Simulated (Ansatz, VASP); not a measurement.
**Two plane-wave programs on Co**

```
Co
1.0
     2.49539    0.00000    0.00000
    -1.24770    2.16107    0.00000
     0.00000    0.00000    4.03175
Co
2
Direct
  0.33333 0.66667 0.25000
  0.66667 0.33333 0.75000
```

Alike in both runs: task electric field gradients; functional PBE; k mesh 17 × 17 × 9; occupations fermi-dirac, width 0.05 eV; collinear spin.

|  | VASP | Ansatz |
| --- | --- | --- |
| version | VASP 6.6.1 | Ansatz 0.2.0 |
| potentials or method | VASP PAW PBE potentials, release 64 (Co) | PAW with Ansatz's default frozen-core files, scalar-relativistic |
| plane-wave cutoff (eV) | 520 | 420 |
| valence electrons in the cell | 18 | 34 |

```tsv
	VASP	Ansatz	Ansatz less VASP
pressure (GPa)	-0.7	0.0	+0.70
traceless stress, the component that is largest in VASP (GPa)	-0.13	-0.02	+0.109
net moment per atom (μB)	1.62	1.62	+0.006
size of the moment on the site where the two differ most (μB)	1.64	1.70	+0.063
size of Vzz on the site where it differs most (V/Å²)	3.2	2.7	-0.52
```

Site moments also hang on the region over which each program counts them. The functional is the same, so the differences come from potentials, cutoffs and numerics. VASP's potentials hold 18 valence electrons a cell and Ansatz's 34, so a difference there can come from the potentials and not from the codes.
